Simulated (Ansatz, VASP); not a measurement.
One calculation of Ni, two programs

```
CELL_PARAMETERS angstrom
2.49176 0.00000 0.00000
0.00000 2.49176 0.00000
0.00000 0.00000 3.52388
ATOMIC_POSITIONS crystal
Ni 0.00000 0.00000 0.00000
Ni 0.50000 0.50000 0.50000
```

Alike in both runs: task relaxation of cell and atoms; functional revPBE; k mesh 13 × 13 × 9; occupations fermi-dirac, width 0.05 eV; collinear spin.

|  | VASP | Ansatz |
| --- | --- | --- |
| version | VASP 6.6.1 | Ansatz 0.2.0 |
| potentials or method | VASP PAW PBE potentials, release 64 (Ni), cutoff 600 eV | plane waves (420 eV) with PAW, scalar-relativistic |
| valence electrons in the cell | 20 | 36 |

Ansatz gave:

```
net moment per atom (μB)                                      : 0.00
size of the moment on the site where the two differ most (μB) : 0.14
relaxed volume (Å³/atom)                                      : 11.06
relaxed cell length with the largest relative difference (Å)  : 3.536
```

**Question.** Which values does VASP return?

**Answer.** net moment per atom (μB): 0.00; size of the moment on the site where the two differ most (μB): 0.13; relaxed volume (Å³/atom): 11.06; relaxed cell length with the largest relative difference (Å): 3.537.

VASP's potentials were made for PBE, not for revPBE. Site moments also hang on the region over which each program counts them. VASP's potentials hold 20 valence electrons a cell and Ansatz's 36, so a difference there can come from the potentials and not from the codes.
